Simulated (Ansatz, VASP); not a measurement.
**Pd in VASP and in Ansatz**

```xyz
3
Lattice="4.2655 0.0000 0.0000 -2.1328 3.6941 0.0000 0.0000 0.0000 2.5310" Properties=species:S:1:pos:R:3 pbc="T T T"
Pd   -2.1328    3.6941    0.0000
Pd    0.0000    2.4627    1.2655
Pd    2.1328    1.2314    1.2655
```

Alike in both runs: task single point; functional LDA; k mesh 9 × 9 × 14; occupations fermi-dirac, width 0.05 eV; collinear spin.

```csv
,VASP,Ansatz
version,VASP 6.6.1,Ansatz 0.2.0
potentials or method,"VASP PAW LDA potentials, release 64 (Pd), cutoff 520 eV","plane waves (420 eV) with PAW, scalar-relativistic"
valence electrons in the cell,30,54
```

|  | VASP | Ansatz | Ansatz less VASP |
| --- | --- | --- | --- |
| pressure (GPa) | 22.9 | 22.7 | -0.20 |
| traceless stress, the component that is largest in VASP (GPa) | 0.90 | 0.86 | -0.040 |
| net moment per atom (μB) | 0.00 | 0.00 | -0.001 |

Ansatz warns that its potentials were made for another functional, while VASP's fit it. LDA's correlation is that of Perdew and Zunger in VASP and of Perdew and Wang (1992) in Ansatz. VASP's potentials hold 30 valence electrons a cell and Ansatz's 54, so a difference there can come from the potentials and not from the codes. Ansatz's warnings: seeded moment not kept.
